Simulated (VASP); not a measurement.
A run of VASP 6.6.1:

POSCAR

```
Si
1.0
    4.1378228574      0.0000000000      0.0000000000
   -2.0689114287      3.5834597108      0.0000000000
    0.0000000000      0.0000000000      6.0793171202
Si
4
Direct
    0.3333333333      0.6666666667      0.0630095000
    0.6666666667      0.3333333333      0.5630095000
    0.3333333333      0.6666666667      0.4369905000
    0.6666666667      0.3333333333      0.9369905000
```

The input INCAR.step1:

```
SYSTEM = Si
  PREC = Accurate
  ENCUT = 520
  ISMEAR = 0
  SIGMA = 0.05
  LREAL = .FALSE.
  LASPH = .TRUE.
  NELM = 60
  NBANDS = 16
  GGA = PE
  ALGO = Normal
  EDIFF = 1E-4
  LWAVE = .TRUE.
  LCHARG = .FALSE.
```

The input INCAR.step2:

```
SYSTEM = Si
  PREC = Accurate
  ENCUT = 520
  EDIFF = 1E-6
  ISMEAR = 0
  SIGMA = 0.05
  LREAL = .FALSE.
  LASPH = .TRUE.
  NELM = 60
  ALGO = Normal
  ISIF = 2
  LWAVE = .FALSE.
  LCHARG = .FALSE.
  METAGGA = R2SCAN
  LMIXTAU = .TRUE.
  NBANDS = 16
  ISTART = 1
```

Contents of KPOINTS:

```
Automatic mesh
0
G
  12 12 6
  0 0 0
```

Potentials or basis: VASP PAW PBE potentials, release 64 (Si).

The run is started by

```console
$ cat potpaw_PBE.64/Si/POTCAR > POTCAR
$ cp INCAR.step1 INCAR
$ mpirun -np 1 vasp_std > vasp.out
$ cp INCAR.step2 INCAR
$ mpirun -np 1 vasp_std > vasp.out
```

Hardware: 1 thread of Intel(R) Xeon(R) Platinum 8488C (Sapphire Rapids) (shared host).

Problem. Estimate the wall time of this run.

Solution. Run time: 2.8 min on 1 thread of Intel(R) Xeon(R) Platinum 8488C (Sapphire Rapids), on a shared host, peak memory 0.25 GiB. Counts: k points 76.
